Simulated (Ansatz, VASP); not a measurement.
# Al in VASP and in Ansatz

Contents of INCAR:

```
SYSTEM = Al
ALGO = Fast
EDIFF = 1E-7
ENCUT = 520
GGA = PE
ISIF = 2
ISMEAR = 0
LASPH = .True.
LCHARG = .False.
LREAL = .False.
LWAVE = .False.
NBANDS = 14
NELM = 100
PREC = Accurate
SIGMA = 0.1
```

Contents of KPOINTS:

```
k-points
0
Gamma
  16 16 6
  0 0 0
```

File POSCAR:

```
Al
1.0
    2.9145750581      0.1568462333      0.0000000000
   -1.3214547065      2.2888335123      0.0000000000
    0.0000000000      0.0000000000      8.4051836591
Al
4
Direct
    0.0046512726      0.0023256363      0.0160670934
    0.2667962650      0.6333981375      0.2500000000
    0.0046512726      0.0023256363      0.4839329066
    0.7239011897      0.3619505899      0.7500000000
```

Input for Ansatz:

```yaml
crystal:
  lattice:
    - [2.9145750581, 0.1568462333, 0.0]
    - [-1.3214547065, 2.2888335123, 0.0]
    - [0.0, 0.0, 8.4051836591]
  atoms:
    - { symbol: Al, position: [0.0046512726, 0.0023256363, 0.0160670934] }
    - { symbol: Al, position: [0.266796265, 0.6333981375, 0.25] }
    - { symbol: Al, position: [0.0046512726, 0.0023256363, 0.4839329066] }
    - { symbol: Al, position: [0.7239011897, 0.3619505899, 0.75] }
basis:
  ecutwfc: 420
kpoints:
  mp_grid: { grid: [16, 16, 6] }
hamiltonian:
  xc: pbe
scf:
  occupations: { method: gaussian, width: 0.1 }
output:
  forces: true
  stress: true
  eigenvalues: true
  populations: true
```

Alike in both runs: task single point; functional PBE; k mesh 16 × 16 × 6; occupations gaussian, width 0.1 eV; no spin polarisation.

```csv
,VASP,Ansatz
version,VASP 6.6.1,Ansatz 0.2.0
potentials or method,"VASP PAW PBE potentials, release 64 (Al), cutoff 520 eV","scalar-relativistic, plane waves, PAW"
valence electrons in the cell,12,12
```

Ansatz gave:

| Quantity | Value |
| --- | --- |
| gap on the k mesh at the Fermi level (eV) | none |
| pressure (GPa) | 19.5 |
| traceless stress, the component that is largest in VASP (GPa) | 9.57 |
| rms of the force components (eV/Å) | 0.748 |

Task: What did VASP give for the same quantities?

Result: gap on the k mesh at the Fermi level (eV): none; pressure (GPa): 19.5; traceless stress, the component that is largest in VASP (GPa): 9.57; rms of the force components (eV/Å): 0.749.

Atom by atom the forces differ by 0.000 eV/Å (rms over components). A gap of «none» marks a metal or a gap that the smearing closes. The functional is the same, so the differences come from potentials, cutoffs and numerics. Ansatz's warnings: structure snapped to symmetry.
